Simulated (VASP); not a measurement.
**WSe2: electric field gradients with PBEsol**

The system is WSe2.

```xyz
6
Lattice="3.2242 0.0000 0.0000 -1.6121 2.7922 0.0000 0.0000 0.0000 12.9700" Properties=species:S:1:pos:R:3 pbc="T T T"
W     0.0000    1.8615    3.2425
W     1.6121    0.9307    9.7275
Se    0.0000    1.8615    8.0544
Se    1.6121    0.9307    1.5694
Se    0.0000    1.8615   11.4006
Se    1.6121    0.9307    4.9156
```

This cell differs from its parent crystal: equal xx and yy strain of -2 %.

| Quantity | Value |
| --- | --- |
| Program | VASP 6.6.1 |
| Task | electric field gradients |
| Functional | PBEsol |
| Potentials or basis | VASP PAW PBE potentials, release 64 (W_sv, Se) |
| Cutoff | 520 eV |
| k mesh | 11 × 11 × 3 |
| Occupations | fermi-dirac, width 0.08 eV |
| Spin | no spin polarisation |
| Dipole correction | no |
| Further INCAR settings | ALGO = Normal; EDIFF = 1e-08; NBANDS = 35 |

The pressure is 5.0 GPa. The largest force is 0.390 eV/Å. The band gap on the k mesh is 0.93 eV, indirect (least direct gap 1.91 eV).

Forces in eV/Å, atoms in the order of the input:
```
W    0.000  0.000  0.000
W    0.000  0.000  0.000
Se   0.000  0.000 -0.390
Se   0.000  0.000 -0.390
Se   0.000  0.000  0.390
Se   0.000  0.000  0.390
```

Stress tensor (GPa, compression positive):
```
5.32 0.00 0.00
0.00 5.32 0.00
0.00 0.00 4.38
```

Levels at points of the mesh, in eV from the valence-band top:
```csv
k point,band 23,band 24,band 25,band 26,band 27,band 28,band 29,band 30
"(0.00, 0.00, 0.00)",-1.33,-1.28,-1.13,0.00,2.92,2.92,2.98,2.98
```

Electric field gradients, principal values (V/Å²):
```
atom   least  middle  greatest (by size)
 1 W  72.890  72.891            -145.781
 2 W  72.890  72.891            -145.781
3 Se  36.464  36.464             -72.929
4 Se  36.464  36.464             -72.929
5 Se  36.464  36.464             -72.929
6 Se  36.464  36.464             -72.929
```

It took 58 s on 1 thread of Intel(R) Xeon(R) 6975P-C (Granite Rapids) (shared host), peak memory 0.27 GiB.

Caveat: the cell differs from its parent crystal (equal xx and yy strain of -2 %); without QUAD_EFG the Cq values of the log hold for a quadrupole moment of 1 mb, not for the nuclei; the PAW data sets were made with another functional, which shifts forces and pressure a little; spin-orbit coupling is left out, which moves the levels of the heavy elements; this functional lacks dispersion, which binds the layers, so the pressure and a relaxed spacing across them are unreliable. A k mesh can miss the band edges.
